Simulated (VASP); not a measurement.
Input of a VASP 6.6.1 run:

Contents of POSCAR:

```
ZnSe
1.0
    0.0000000000      2.8338000000      2.8338000000
    2.8338000000      0.0000000000      2.8338000000
    2.8338000000      2.8338000000      0.0000000000
Zn Se
1 1
Direct
    0.0000000000      0.0000000000      0.0000000000
    0.7500000000      0.7500000000      0.7500000000
```

File INCAR.step1:

```
ALGO = Normal
EDIFF = 1E-4
ENCUT = 600
GGA = PE
ISMEAR = 0
LASPH = True
LCHARG = False
LREAL = False
LWAVE = True
NELM = 60
PREC = Accurate
SIGMA = 0.01
```

Contents of INCAR.step2:

```
ALGO = Normal
EDIFF = 1E-7
EDIFFG = -0.002
ENCUT = 600
IBRION = 2
ISIF = 3
ISMEAR = 0
ISTART = 1
LASPH = True
LCHARG = False
LMIXTAU = True
LREAL = False
LWAVE = False
METAGGA = R2SCAN
NELM = 60
NSW = 100
PREC = Accurate
SIGMA = 0.01
```

KPOINTS

```
k-points
0
Gamma
  8 8 8
```

Potentials or basis: VASP PAW PBE potentials, release 64 (Zn, Se).

Run with:

```sh
$ cat potpaw_PBE.64/Zn/POTCAR potpaw_PBE.64/Se/POTCAR > POTCAR
$ cp INCAR.step1 INCAR
$ mpirun -np 1 vasp_std > vasp.out
$ cp INCAR.step2 INCAR
$ mpirun -np 1 vasp_std > vasp.out
```

**Question.** Predict the band gap on the k mesh.

**Answer.** 1.87 eV.

**Question.** Predict the space group after relaxing (to 0.1 Å).

**Answer.** F-43m (No. 216).

Final structure:
```
CELL_PARAMETERS angstrom
0.00000 2.83343 2.83343
2.83343 0.00000 2.83343
2.83343 2.83343 0.00000
ATOMIC_POSITIONS crystal
Zn 0.00000 0.00000 0.00000
Se 0.75000 0.75000 0.75000
```

Caveat: the PAW data sets were made with another functional, which shifts forces and pressure a little. r2SCAN opens gaps a little over a GGA but as a rule still falls short of measured ones.
